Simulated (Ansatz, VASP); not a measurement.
**Al in VASP and in Ansatz**

The input POSCAR:

```
Al
1.0
    2.6676820717      0.0000000000      0.0000000000
   -1.3338410358      2.3102804434      0.0000000000
    0.0000000000      0.0000000000      4.6890806209
Al
2
Direct
    0.6666666667      0.3333333333      0.7500000000
    0.3333333333      0.6666666667      0.2500000000
```

INCAR.step1

```
PREC = Accurate
ENCUT = 520
ISMEAR = 0
SIGMA = 0.15
LREAL = F
LASPH = T
NELM = 60
NBANDS = 10
GGA = PE
ALGO = Normal
EDIFF = 1E-4
LWAVE = T
LCHARG = F
```

Contents of INCAR.step2:

```
PREC = Accurate
ENCUT = 520
EDIFF = 1E-6
ISMEAR = 0
SIGMA = 0.15
LREAL = F
LASPH = T
NELM = 60
ALGO = Normal
ISIF = 2
LWAVE = F
LCHARG = F
METAGGA = R2SCAN
LMIXTAU = T
NBANDS = 10
ISTART = 1
```

Contents of KPOINTS:

```
regular mesh
0
Gamma
  24 24 14
```

Input for Ansatz:

```yaml
crystal:
  lattice:
    - [2.6676820717, 0.0, 0.0]
    - [-1.3338410358, 2.3102804434, 0.0]
    - [0.0, 0.0, 4.6890806209]
  atoms:
    - { symbol: Al, position: [0.6666666667, 0.3333333333, 0.75] }
    - { symbol: Al, position: [0.3333333333, 0.6666666667, 0.25] }
basis:
  ecutwfc: 500
kpoints:
  mp_grid: { grid: [24, 24, 14] }
hamiltonian:
  xc: r2scan
scf:
  occupations: { method: gaussian, width: 0.15 }
output:
  forces: true
  stress: true
  eigenvalues: true
```

Change from the starting cell: strain -0.050 along x and y, +0.000 along z, atoms carried along.

Alike in both runs: task single point; functional r2SCAN; k mesh 24 × 24 × 14; occupations gaussian, width 0.15 eV; no spin polarisation.

|  | VASP | Ansatz |
| --- | --- | --- |
| version | VASP 6.6.1 | Ansatz 0.2.0 |
| potentials or method | VASP PAW PBE potentials, release 64 (Al), cutoff 520 eV | scalar-relativistic, plane waves, PAW |
| valence electrons in the cell | 6 | 6 |

|  | VASP | Ansatz | Ansatz less VASP |
| --- | --- | --- | --- |
| gap on the k mesh at the Fermi level (eV) | none | none | - |
| pressure (GPa) | 11.8 | 12.2 | +0.42 |
| traceless stress, the component that is largest in VASP (GPa) | -6.57 | -6.59 | -0.017 |

VASP's potentials were made for PBE, not for r2SCAN. A gap of «none» marks a metal or a gap that the smearing closes. With one functional, cell and mesh, what is left measures potentials, basis and numerics.
